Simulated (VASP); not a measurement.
Wanted: the native input for a VASP 6.6.1 run.

```
Task                   : single point
Functional             : PBE
Potentials or basis    : VASP PAW PBE potentials, release 64 (Sm, Hf_pv, W_sv)
Cutoff                 : 520 eV
k mesh                 : 6 × 6 × 4
Occupations            : gaussian, width 0.1 eV
Spin                   : no spin polarisation
Dipole correction      : no
Further INCAR settings : ALGO = Normal; EDIFF = 1e-06; NBANDS = 27
```

The structure of SmHfW lies in POSCAR:

```
SmHfW
1.0
    3.4469802700      0.0000000000      0.0000000000
    0.0000000000      3.4469802700      0.0000000000
    0.0000000000      0.0000000000      4.8419715700
Sm Hf W
1 1 1
Direct
    0.5000000000      0.5000000000      0.0000000000
    0.5000000000      0.5000000000      0.5000000000
    0.0000000000      0.0000000000      0.0000000000
```

The input as run:

INCAR

```
SYSTEM = SmHfW
ALGO = Normal
EDIFF = 1E-6
ENCUT = 520
GGA = PE
ISIF = 2
ISMEAR = 0
LASPH = .True.
LCHARG = .False.
LREAL = .False.
LWAVE = .False.
NBANDS = 27
NELM = 80
PREC = Accurate
SIGMA = 0.1
```

KPOINTS

```
k-points
0
Gamma
  6 6 4
  0 0 0
```

Potentials or basis: VASP PAW PBE potentials, release 64 (Sm, Hf_pv, W_sv).

Launch:

```sh
$ cat potpaw_PBE.64/Sm/POTCAR potpaw_PBE.64/Hf_pv/POTCAR potpaw_PBE.64/W_sv/POTCAR > POTCAR
$ mpirun -np 1 vasp_std > vasp.out
```

Results of the run:

```yaml
Pressure: 21.3 GPa
Band_gap_on_the_k_mesh: zero (band 20 reaches 6.67 eV, above the bottom of band 21 at 6.25 eV)
```

Caveat: spin-orbit coupling is left out, which moves the levels of the heavy elements; without U or exact exchange the open f shell lies at the Fermi level, which spoils levels, moments and volumes.

Wall time 89 s on 1 thread of Intel(R) Xeon(R) Platinum 8488C (Sapphire Rapids), on a shared host, peak memory 0.22 GiB.
